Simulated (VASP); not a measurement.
# SiO2 (I4/mmm) in VASP: a series of runs

SiO2 is run at these levels: LDA, PBEsol; tasks: single point.

Everything below comes from runs of VASP 6.6.1. Logs are shortened: lines on timing, memory, paths and dates and some standing lists are left out, and cuts for length are marked.

## 1. The cell of the first run

Symmetry: I4/mmm, No. 139, tetragonal system. The conventional cell has a = 8.913 Å, b = 8.913 Å, c = 5.216 Å, α = 90.00°, β = 90.00°, γ = 90.00°. Si (site symmetry m2m) has 4 O at 1.60 Å within 2.1 Å. Within 2.1 Å of O (site symmetry m2m) lie 2 Si at 1.60 Å. Within 2.1 Å of O (site symmetry 2/m) lie 2 Si at 1.60 Å.

## 2. Single point, LDA

Input file INCAR:

```
  ALGO = Normal
  EDIFF = 1E-7
  ENCUT = 520
  GGA = CA
  ISIF = 2
  ISMEAR = -1
  LASPH = True
  LCHARG = True
  LELF = True
  LREAL = False
  LVHAR = True
  LWAVE = False
  NBANDS = 44
  NELM = 60
  PREC = Accurate
  SIGMA = 0.05
```

Input file KPOINTS:

```
k-points
0
Gamma
  5 5 5
```

Input file POSCAR:

```
SiO2
1.0
   -4.4565790345      4.4565790345      2.6078031774
    4.4565790345     -4.4565790345      2.6078031774
    4.4565790345      4.4565790345     -2.6078031774
Si O
4 8
Direct
    0.8230855562      0.8230855562      0.6461711124
    0.1769144438      0.8230855562      0.0000000000
    0.8230855562      0.1769144438      0.0000000000
    0.1769144438      0.1769144438      0.3538288876
    0.0000000000      0.7910058593      0.7910058593
    0.2089941407      0.0000000000      0.2089941407
    0.7910058593      0.0000000000      0.7910058593
    0.0000000000      0.2089941407      0.2089941407
    0.0000000000      0.0000000000      0.5000000000
    0.5000000000      0.0000000000      0.0000000000
    0.0000000000      0.5000000000      0.0000000000
    0.5000000000      0.5000000000      0.5000000000
```

Potentials or basis: VASP PAW LDA potentials, release 64 (Si, O).

The run is started by

```bash
$ cat potpaw_LDA.64/Si/POTCAR potpaw_LDA.64/O/POTCAR > POTCAR
$ mpirun -np 1 vasp_std > vasp.out
```

OUTCAR:

```text
EDIFF = 1E-7
   ENCUT = 520
   GGA = CA
   ISIF = 2
   ISMEAR = -1
   LASPH = True
   LREAL = False
   NELM = 60
   PREC = Accurate

 ion  position               nearest neighbor table
   1  0.823  0.823  0.646-   9 1.60  12 1.60   5 1.60   7 1.60
   2  0.177  0.823  0.000-  10 1.60  11 1.60   5 1.60   6 1.60
   3  0.823  0.177  0.000-  10 1.60  11 1.60   7 1.60   8 1.60
   4  0.177  0.177  0.354-   9 1.60  12 1.60   6 1.60   8 1.60
   5  0.000  0.791  0.791-   1 1.60   2 1.60
   6  0.209  0.000  0.209-   2 1.60   4 1.60
   7  0.791  0.000  0.791-   1 1.60   3 1.60
   8  0.000  0.209  0.209-   3 1.60   4 1.60
   9  0.000  0.000  0.500-   1 1.60   4 1.60
  10  0.500  0.000  0.000-   2 1.60   3 1.60
  11  0.000  0.500  0.000-   2 1.60   3 1.60
  12  0.500  0.500  0.500-   1 1.60   4 1.60

  LATTYP: Found a body centered tetragonal cell.
 ALAT       =     8.9131580690
 C/A-ratio  =     0.5851580679

  Lattice vectors:

 A1 = (  -4.4565790345,   4.4565790345,   2.6078031774)
 A2 = (   4.4565790345,  -4.4565790345,   2.6078031774)
 A3 = (   4.4565790345,   4.4565790345,  -2.6078031774)

Analysis of symmetry for initial positions (statically):
=====================================================================
 Subroutine PRICEL returns:
 Original cell was already a primitive cell.

 Routine SETGRP: Setting up the symmetry group for a
 body centered tetragonal supercell.

 Subroutine GETGRP returns: Found 16 space group operations
 (whereof 16 operations were pure point group operations)
 out of a pool of 16 trial point group operations.

The static configuration has the point symmetry D_4h.

Analysis of symmetry for dynamics (positions and initial velocities):
=====================================================================
 Subroutine PRICEL returns:
 Original cell was already a primitive cell.

 Routine SETGRP: Setting up the symmetry group for a
 body centered tetragonal supercell.

 Subroutine GETGRP returns: Found 16 space group operations
 (whereof 16 operations were pure point group operations)
 out of a pool of 16 trial point group operations.

The dynamic configuration has the point symmetry D_4h.

 Subroutine INISYM returns: Found 16 space group operations
 (whereof 16 operations are pure point group operations),
 and found     1 'primitive' translations

[... 118 lines left out ...]
   NELECT =      64.0000    total number of electrons
   NUPDOWN=      -1.0000    fix difference up-down
   EMIN   =  10.00;   EMAX   =-10.00  energy-range for DOS
   EFERMI =   0.00;   METHOD = LEGACY
   ISMEAR =    -1;   SIGMA  =   0.05  broadening in eV -4-tet -1-fermi 0-gaus
   EFERMI_NEDOS =   21; number of points for ismear=-14 and -15
   IALGO  =     38    algorithm
   IMIX   =      4    mixing-type and parameters
     AMIX     =   0.40;   BMIX     =  1.00
     AMIX_MAG =   1.60;   BMIX_MAG =  1.00
  volume/ion in A,a.u.               =      17.26       116.51
  Fermi-wavevector in a.u.,A,eV,Ry     =   1.106680  2.091322 16.663614  1.224741
  Thomas-Fermi vector in A             =   2.243184
   LORBIT       =      0    0 simple, 1 ext, 2 COOP (PROOUT), +10 PAW based schemes
   GGA     = CA    functional components
   LHFCALC =     F    Hartree Fock is set to
   AEXX    =    0.0000 exact exchange contribution
   IVDW    =     0    specifies the selected vdW correction
   LEPSILON=     F    determine dielectric tensor
   LRPA    =     F    only Hartree local field effects (RPA)
 non-spin polarized calculation
  energy-cutoff  :      520.00
  volume of cell :      207.18
 maximum number of plane-waves:      5605
 NGX is ok and might be reduce to    54
   NGX = 25   NGY = 25   NGZ = 25

 number of electron      64.0000006 magnetization

 Free energy of the ion-electron system (eV)
  ---------------------------------------------------
  ext. energy  EPLUGINS =         0.00000000
  ---------------------------------------------------
  free energy    TOTEN  =      -103.62204234 eV

  energy without entropy =     -103.62204234  energy(sigma->0) =     -103.62204234

 E-fermi :  -0.1128     XC(G=0):  -7.8339

 val. band max:       -1.2631245060   @ k =  -0.4000   0.4000   0.4000
 cond. band min:       4.0755784736   @ k =   0.0000   0.0000   0.0000
 fundamental gap:      5.3387029796
 Fermi energy:        -0.1128117962

 k-point     1 :       0.0000    0.0000    0.0000
  band No.  band energies     occupation
      1     -20.5440      2.00000
      2     -19.6359      2.00000
      3     -19.0902      2.00000
      4     -19.0902      2.00000
      5     -18.4451      2.00000
      6     -18.4067      2.00000
[... 835 lines left out ...]
     43       8.8560      0.00000
     44       9.8818      0.00000

------------------------ aborting loop because EDIFF is reached ----------------------------------------

  FORCE on cell =-STRESS in cart. coord.  units (eV):
  Direction    XX          YY          ZZ          XY          YZ          ZX
  --------------------------------------------------------------------------------------
  -------------------------------------------------------------------------------------
  Total        0.4222539      0.4222539      0.3852276      0.0000000      0.0000000      0.0000000
  in kB        3.2654736      3.2654736      2.9791331      0.0000000      0.0000000      0.0000000
  external PRESSURE =       3.1700268 kB  Pullay stress =       0.0000000 kB

 VOLUME and BASIS-vectors are now :
 -----------------------------------------------------------------------------
  energy-cutoff  :      520.00
  volume of cell :      207.18
      direct lattice vectors                 reciprocal lattice vectors
    -4.456579034  4.456579034  2.607803177     0.000000000  0.112193680  0.191732261
     4.456579034 -4.456579034  2.607803177     0.112193680  0.000000000  0.191732261
     4.456579034  4.456579034 -2.607803177     0.112193680  0.112193680  0.000000000

 POSITION                                       TOTAL-FORCE (eV/Angst)
 -----------------------------------------------------------------------------------
      2.87971      2.87971      2.60780        -0.031407     -0.031407     -0.000000
      2.87971     -2.87971      2.60780        -0.031407      0.031407      0.000000
     -2.87971      2.87971      2.60780         0.031407     -0.031407      0.000000
      1.57687      1.57687      0.00000         0.031407      0.031407      0.000000
      7.05036      0.00000      0.00000         0.007503     -0.000000     -0.000000
      0.00000      1.86280      0.00000        -0.000000     -0.007503      0.000000
      0.00000      7.05036      0.00000        -0.000000      0.007503     -0.000000
      1.86280      0.00000      0.00000        -0.007503     -0.000000      0.000000
      2.22829      2.22829     -1.30390        -0.000000     -0.000000      0.000000
     -2.22829      2.22829      1.30390        -0.000000     -0.000000      0.000000
      2.22829     -2.22829      1.30390        -0.000000     -0.000000      0.000000
      2.22829      2.22829      1.30390        -0.000000     -0.000000      0.000000
 -----------------------------------------------------------------------------------
    total drift:                                0.000000     -0.000000      0.000000

  FREE ENERGIE OF THE ION-ELECTRON SYSTEM (eV)
  ---------------------------------------------------
  free  energy   TOTEN  =      -103.6220423370 eV

  energy  without entropy=     -103.6220423370  energy(sigma->0) =     -103.62204234
```

OSZICAR:

```text
N       E                     dE             d eps       ncg     rms          rms(c)
DAV:   1     0.439329115294E+03    0.43933E+03   -0.31701E+04  1584   0.129E+03
DAV:   2    -0.774614318421E+02   -0.51679E+03   -0.49909E+03  2084   0.310E+02
DAV:   3    -0.117467773518E+03   -0.40006E+02   -0.39814E+02  1904   0.926E+01
DAV:   4    -0.118052859862E+03   -0.58509E+00   -0.58396E+00  1976   0.124E+01
DAV:   5    -0.118064521731E+03   -0.11662E-01   -0.11654E-01  1928   0.169E+00    0.310E+01
DAV:   6    -0.104075400213E+03    0.13989E+02   -0.54920E+01  1748   0.333E+01    0.152E+01
DAV:   7    -0.103789433592E+03    0.28597E+00   -0.14777E+00  1968   0.494E+00    0.530E+00
DAV:   8    -0.103641912781E+03    0.14752E+00   -0.86662E-02  1932   0.169E+00    0.199E+00
DAV:   9    -0.103616101973E+03    0.25811E-01   -0.39398E-02  1984   0.110E+00    0.364E-01
DAV:  10    -0.103621551977E+03   -0.54500E-02   -0.56179E-03  1716   0.337E-01    0.139E-01
DAV:  11    -0.103621954892E+03   -0.40292E-03   -0.24955E-03  1880   0.258E-01    0.503E-02
DAV:  12    -0.103622010823E+03   -0.55931E-04   -0.14330E-04  1756   0.619E-02    0.330E-02
DAV:  13    -0.103622036089E+03   -0.25266E-04   -0.18085E-05  1828   0.225E-02    0.127E-02
DAV:  14    -0.103622042171E+03   -0.60821E-05   -0.63992E-06  1780   0.119E-02    0.356E-03
DAV:  15    -0.103622042280E+03   -0.10902E-06   -0.60760E-07  1872   0.480E-03    0.235E-03
DAV:  16    -0.103622042337E+03   -0.56952E-07   -0.24826E-07  1220   0.243E-03
   1 F= -.10362204E+03 E0= -.10362204E+03  d E =-.357824E-10
```

stdout:

```text
POSCAR found type information on POSCAR SiO
 POSCAR found :  2 types and      12 ions
 scaLAPACK will be used
 LDA part: xc-table for (Slater(with rela. corr.)+CA(PZ))
 , standard interpolation
 POSCAR, INCAR and KPOINTS ok, starting setup
 FFT: planning ... GRIDC
 FFT: planning ... GRID_SOFT
 FFT: planning ... GRID
 WAVECAR not read
 entering main loop
```

Run time: 3.6 min. Hardware: 1 thread of Intel Xeon Platinum 8375C at 2.90GHz (Ice Lake), shared host; peak memory 0.36 GiB.

What came out:

```
Free energy            : -103.6220 eV
Pressure               : 0.3 GPa
Largest force          : 0.044 eV/Å
Band gap on the k mesh : 5.34 eV
```

Forces in eV/Å, atoms in the order of the input:
```
Si  -0.031 -0.031  0.000
Si  -0.031  0.031  0.000
Si   0.031 -0.031  0.000
Si   0.031  0.031  0.000
O    0.008  0.000  0.000
O    0.000 -0.008  0.000
O    0.000  0.008  0.000
O   -0.008  0.000  0.000
O    0.000  0.000  0.000
O    0.000  0.000  0.000
O    0.000  0.000  0.000
O    0.000  0.000  0.000
```

Levels at points of the mesh, in eV from the valence-band top:
```
           k point  band 28  band 29  band 30  band 31  band 32  band 33  band 34  band 35  band 36  band 37
(0.00, 0.00, 0.00)    -1.40    -0.87    -0.69    -0.01     0.00     5.34     8.22     8.44     8.90     9.02
```

Caveat: an odd mesh through Γ misses points on the zone boundary, where band edges can lie.

## 3. Single point, PBEsol

This run uses another cell than the first one, of 17.60 Å³/atom.

Input file INCAR:

```
ALGO = Normal ; EDIFF = 1E-6
ENCUT = 520 ; GGA = PS
ISIF = 2 ; ISMEAR = -1
LASPH = True ; LCHARG = True
LELF = True ; LREAL = False
LVHAR = True ; LWAVE = False
NBANDS = 44 ; NELM = 80
PREC = Accurate ; SIGMA = 0.05
```

KPOINTS is that of step 2.

Input file POSCAR:

```
SiO2
1.0
   -4.4851095259      4.4851095259      2.6251891455
    4.4851095259     -4.4851095259      2.6251891455
    4.4851095259      4.4851095259     -2.6251891455
Si O
4 8
Direct
    0.8230845354      0.8230845354      0.6461690708
    0.1769154646      0.8230845354      0.0000000000
    0.8230845354      0.1769154646      0.0000000000
    0.1769154646      0.1769154646      0.3538309292
    0.0000000000      0.7905724419      0.7905724419
    0.2094275581      0.0000000000      0.2094275581
    0.7905724419      0.0000000000      0.7905724419
    0.0000000000      0.2094275581      0.2094275581
    0.0000000000      0.0000000000      0.5000000000
    0.5000000000      0.0000000000      0.0000000000
    0.0000000000      0.5000000000      0.0000000000
    0.5000000000      0.5000000000      0.5000000000
```

Potentials or basis: VASP PAW PBE potentials, release 64 (Si, O).

The run is started by

```bash
$ cat potpaw_PBE.64/Si/POTCAR potpaw_PBE.64/O/POTCAR > POTCAR
$ mpirun -np 1 vasp_std > vasp.out
```

It took 3.4 min on 1 thread of Intel Xeon Platinum 8375C at 2.90GHz (Ice Lake), shared host; peak memory 0.43 GiB.

Results (log left out):

| Item | Value |
| --- | --- |
| Free energy | -98.6047 eV |
| Pressure | 0.4 GPa |
| Largest force | 0.027 eV/Å |
| Band gap on the k mesh | 5.48 eV |

Forces on the atoms (eV/Å):
```
Si  -0.019 -0.019  0.000
Si  -0.019  0.019  0.000
Si   0.019 -0.019  0.000
Si   0.019  0.019  0.000
O   -0.004  0.000  0.000
O    0.000  0.004  0.000
O    0.000 -0.004  0.000
O    0.004  0.000  0.000
O    0.000  0.000  0.000
O    0.000  0.000  0.000
O    0.000  0.000  0.000
O    0.000  0.000  0.000
```

Levels at points of the mesh, in eV from the valence-band top:
| k point | band 28 | band 29 | band 30 | band 31 | band 32 | band 33 | band 34 | band 35 | band 36 | band 37 |
| --- | --- | --- | --- | --- | --- | --- | --- | --- | --- | --- |
| (0.00, 0.00, 0.00) | -1.37 | -0.84 | -0.67 | -0.01 | 0.00 | 5.48 | 8.38 | 8.40 | 8.83 | 9.11 |

Caveat: the PAW data sets were made with another functional, which shifts forces and pressure a little; an odd mesh through Γ misses points on the zone boundary, where band edges can lie.
